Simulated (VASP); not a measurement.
**MgO: single point with PBEsol**

Crystal: MgO.

```xyz
8
Lattice="4.2149 0.0000 0.0000 0.0000 -4.2149 0.0000 0.0000 0.0000 -4.2149" Properties=species:S:1:pos:R:3 pbc="T T T"
Mg    0.0000    0.0000   -0.1060
Mg    2.1075   -2.1075    0.0000
Mg    2.1075    0.0000   -2.1075
Mg    0.0000   -2.1075   -2.1075
O     2.1075    0.0000    0.0000
O     0.0000   -2.1075    0.0000
O     0.0000    0.0000   -2.1075
O     2.1075   -2.1075   -2.1075
```

This cell differs from its parent crystal: atom 1 (Mg) moved by +0.000 Å along [1 1 0] and -0.106 Å along [0 0 1].

```yaml
Program: VASP 6.6.1
Task: single point
Functional: PBEsol
Potentials_or_basis: VASP PAW PBE potentials, release 64 (Mg, O)
Cutoff: 520 eV
k_mesh: 6 × 6 × 6
Occupations: gaussian, width 0.05 eV
Spin: no spin polarisation
```

The pressure is -0.3 GPa, the largest force is 1.079 eV/Å and the band gap on the k mesh is 4.61 eV.

Forces in eV/Å, atoms in the order of the input:
```
Mg   0.000  0.000  1.079
Mg   0.000  0.000  0.079
Mg   0.000  0.000 -0.270
Mg   0.000  0.000 -0.270
O    0.000  0.000 -0.157
O    0.000  0.000 -0.157
O    0.000  0.000 -0.335
O    0.000  0.000  0.030
```

Stress tensor (GPa, compression positive):
```
-0.58  0.00  0.00
 0.00 -0.58  0.00
 0.00  0.00  0.36
```

Levels at points of the mesh, in eV from the valence-band top:
```tsv
k point	band 13	band 14	band 15	band 16	band 17	band 18	band 19	band 20
(0.00, 0.00, 0.00)	-1.36	0.00	0.00	0.00	4.61	8.92	8.93	8.93
(0.50, 0.00, 0.00)	-0.75	-0.75	-0.74	-0.74	7.97	7.97	10.94	10.95
(0.00, 0.00, 0.50)	-0.76	-0.76	-0.73	-0.73	7.91	8.01	10.82	11.11
(0.50, 0.50, 0.00)	-0.67	-0.67	-0.65	-0.64	9.34	9.35	9.35	9.35
(0.00, 0.50, 0.50)	-0.67	-0.66	-0.66	-0.65	9.28	9.31	9.38	9.42
(0.50, 0.50, 0.50)	-0.66	-0.66	-0.65	-0.64	7.73	7.73	7.74	7.74
```

Run time: 26 s on 1 thread of Intel(R) Xeon(R) 6975P-C (Granite Rapids), with other jobs on the host, peak memory 0.21 GiB.

Caveat: the cell differs from its parent crystal (atom 1 (Mg) moved by +0.000 Å along [1 1 0] and -0.106 Å along [0 0 1]); the PAW data sets were made with another functional, which shifts forces and pressure a little.
